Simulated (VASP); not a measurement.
Wanted: the native input for a VASP 6.6.1 run.

```
Task                    : single point
Functional              : PBE
Potentials or basis     : VASP PAW PBE potentials, release 64 (Re_sv_GW)
Cutoff                  : 410 eV
k mesh                  : 18 × 18 × 18
Occupations             : fermi-dirac, width 0.1 eV
Spin                    : no spin polarisation
Dipole correction       : no
k mesh for the DOS      : 27 × 27 × 27
Occupations for the DOS : tetrahedron
Further INCAR settings  : ALGO = Normal; EDIFF = 1e-06
```

The system is Re.

```
CELL_PARAMETERS angstrom
-1.84472 1.84472 0.97073
1.84472 -1.84472 0.97073
1.84472 1.84472 -0.97073
ATOMIC_POSITIONS crystal
Re 0.62500 0.87500 0.75000
Re 0.37500 0.12500 0.25000
```

One way to write it, as run:

POSCAR

```
Re
1.0
   -1.8447202257      1.8447202257      0.9707273680
    1.8447202257     -1.8447202257      0.9707273680
    1.8447202257      1.8447202257     -0.9707273680
Re
2
Direct
   -0.3750000000     -0.1250000000     -0.2500000000
    0.3750000000      0.1250000000      0.2500000000
```

INCAR.step1

```
SYSTEM = Re
ALGO     = Normal         ! electronic algorithm
EDIFF    = 1E-6           ! SCF threshold, eV
ENCUT    = 410            ! plane-wave cutoff, eV
GGA      = PE             ! functional
GGA_COMPAT= .FALSE.      
ISIF     = 2              ! what is computed and relaxed
ISMEAR   = -1             ! smearing method
LASPH    = .TRUE.         ! aspherical terms in the spheres
LCHARG   = .TRUE.         ! write CHGCAR
LMAXMIX  = 4              ! l up to which the mixer works
LORBIT   = 11             ! projections on sites
LREAL    = .FALSE.        ! projectors in reciprocal space
LWAVE    = .FALSE.        ! write WAVECAR
NBANDS   = 22             ! bands
NEDOS    = 2001           ! points of the DOS
NELM     = 120            ! most SCF steps
PREC     = Accurate       ! precision mode
SIGMA    = 0.1            ! smearing width, eV
```

KPOINTS.step1

```
k-points
0
G
  18 18 18
  0 0 0
```

INCAR.step2

```
SYSTEM = Re
ALGO     = Normal         ! electronic algorithm
EDIFF    = 1E-6           ! SCF threshold, eV
ENCUT    = 410            ! plane-wave cutoff, eV
GGA      = PE             ! functional
GGA_COMPAT= .FALSE.      
ICHARG   = 11             ! starting density
ISIF     = 2              ! what is computed and relaxed
ISMEAR   = -5             ! smearing method
LASPH    = .TRUE.         ! aspherical terms in the spheres
LCHARG   = .FALSE.        ! write CHGCAR
LMAXMIX  = 4              ! l up to which the mixer works
LORBIT   = 11             ! projections on sites
LREAL    = .FALSE.        ! projectors in reciprocal space
LWAVE    = .FALSE.        ! write WAVECAR
NEDOS    = 2001           ! points of the DOS
NELM     = 120            ! most SCF steps
PREC     = Accurate       ! precision mode
SIGMA    = 0.1            ! smearing width, eV
```

KPOINTS.step2

```
k-points
0
G
  27 27 27
  0 0 0
```

Potentials or basis: VASP PAW PBE potentials, release 64 (Re_sv_GW).

Command:

```sh
$ cat potpaw_PBE.64/Re_sv_GW/POTCAR > POTCAR
$ cp INCAR.step1 INCAR
$ cp KPOINTS.step1 KPOINTS
$ mpirun -np 1 vasp_std > vasp.out
$ cp INCAR.step2 INCAR
$ cp KPOINTS.step2 KPOINTS
$ mpirun -np 1 vasp_std > vasp.out
```

Wall time 5.3 min on 1 thread of Intel(R) Xeon(R) Platinum 8259CL CPU @ 2.50GHz (Skylake/Cascade Lake), on a shared host, peak memory 0.51 GiB.
